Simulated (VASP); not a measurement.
# Al2O3: single point with PBEsol

Al2O3:

```xyz
10
Lattice="2.3869 1.3781 4.3382 -2.3869 1.3781 4.3382 0.0000 -2.7561 4.3382" Properties=species:S:1:pos:R:3 pbc="T T T"
Al    0.0000    0.0000    4.5822
Al    0.0000    0.0000    1.9251
Al    0.0000    0.0000    8.4323
Al    0.0000    0.0000   11.0894
O    -0.9268    1.3781    7.5918
O    -0.7300   -1.4917    7.5918
O     1.6569    0.1136    7.5918
O     0.9268   -1.3781    5.4227
O     0.7300    1.4917    5.4227
O    -1.6569   -0.1136    5.4227
```

```yaml
Program: VASP 6.6.1
Task: single point
Functional: PBEsol
Potentials_or_basis: VASP PAW PBE potentials, release 64 (Al, O)
Cutoff: 520 eV
k_mesh: 6 × 6 × 6
Occupations: gaussian, width 0.02 eV
Spin: no spin polarisation
Dipole_correction: no
Further_INCAR_settings: ALGO = Normal; EDIFF = 1e-06; NBANDS = 35
```

The pressure is 0.1 GPa and the largest force is 0.004 eV/Å. The band gap on the k mesh is 6.04 eV, direct.

Forces in eV/Å, atoms in the order of the input:
```
Al   0.000  0.000 -0.003
Al   0.000  0.000  0.003
Al   0.000  0.000  0.003
Al   0.000  0.000 -0.003
O   -0.004  0.000  0.000
O    0.002 -0.003  0.000
O    0.002  0.003  0.000
O    0.004  0.000  0.000
O   -0.002  0.003  0.000
O   -0.002 -0.003  0.000
```

Stress tensor (GPa, compression positive):
```
0.11 0.00 0.00
0.00 0.11 0.00
0.00 0.00 0.01
```

Levels at points of the mesh, in eV from the valence-band top:
| k point | band 21 | band 22 | band 23 | band 24 | band 25 | band 26 | band 27 | band 28 |
| --- | --- | --- | --- | --- | --- | --- | --- | --- |
| (0.00, 0.00, 0.00) | -0.50 | -0.04 | -0.04 | 0.00 | 6.04 | 8.91 | 10.59 | 11.34 |
| (0.50, 0.00, 0.00) | -0.91 | -0.91 | -0.27 | -0.27 | 9.26 | 9.26 | 9.48 | 9.48 |
| (0.50, 0.50, 0.00) | -1.01 | -0.91 | -0.74 | -0.25 | 9.41 | 9.55 | 9.73 | 10.22 |
| (0.50, 0.50, 0.50) | -0.38 | -0.38 | -0.38 | -0.38 | 8.48 | 8.48 | 10.90 | 10.90 |

It took 120 s on 1 thread of AMD EPYC 7R43 64-Core Processor (Zen 3) (shared host), peak memory 0.22 GiB.

Caveat: the PAW data sets were made with another functional, which shifts forces and pressure a little. As with any semilocal functional, this PBEsol gap is likely too small.
